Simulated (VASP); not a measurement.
Wanted: the native input for a VASP 6.6.1 run.

- Task: single point
- Functional: PBE
- Potentials or basis: VASP PAW PBE potentials, release 64 (Li_sv)
- Cutoff: 520 eV
- k mesh: 8 × 4 × 4
- Occupations: gaussian, width 0.2 eV
- Spin: no spin polarisation
- Dipole correction: no
- Further INCAR settings: ALGO = Fast; EDIFF = 1e-07; NBANDS = 18

The structure of Li lies in POSCAR:

```
Li
1.0
    1.5027887050     -2.6029063900      0.0000000000
   -4.5083661149     -2.6029063900      0.0000000000
    0.0000000000      0.0000000000     -7.7929750588
Li
6
Direct
    1.0000000000      0.6666666667      0.3230241645
    0.5000000000      0.1666666667      0.3230241645
    1.0000000000      0.6666666667      0.6769758355
    0.5000000000      0.1666666667      0.6769758355
    0.5000000000      0.5000000000      0.0000000000
    1.0000000000      1.0000000000      0.0000000000
```

These files were run (other wordings do the same):

INCAR

```
ALGO = Fast ; EDIFF = 1E-7
ENCUT = 520 ; GGA = PE
ISIF = 2 ; ISMEAR = 0
LASPH = True ; LCHARG = True
LELF = True ; LREAL = False
LVHAR = True ; LWAVE = False
NBANDS = 18 ; NELM = 60
PREC = Accurate ; SIGMA = 0.2
```

KPOINTS

```
k-points
0
Gamma
  8 4 4
```

Potentials or basis: VASP PAW PBE potentials, release 64 (Li_sv).

Run with:

```sh
$ cat potpaw_PBE.64/Li_sv/POTCAR > POTCAR
$ mpirun -np 1 vasp_std > vasp.out
```

Results of the run:

- Largest force: 0.009 eV/Å
- Band gap on the k mesh: zero (band 9 reaches 2.18 eV, above the bottom of band 10 at -1.38 eV)

It took 3 min on 1 thread of AMD EPYC 7R43 64-Core Processor (Zen 3), with other jobs on the host, peak memory 0.21 GiB.
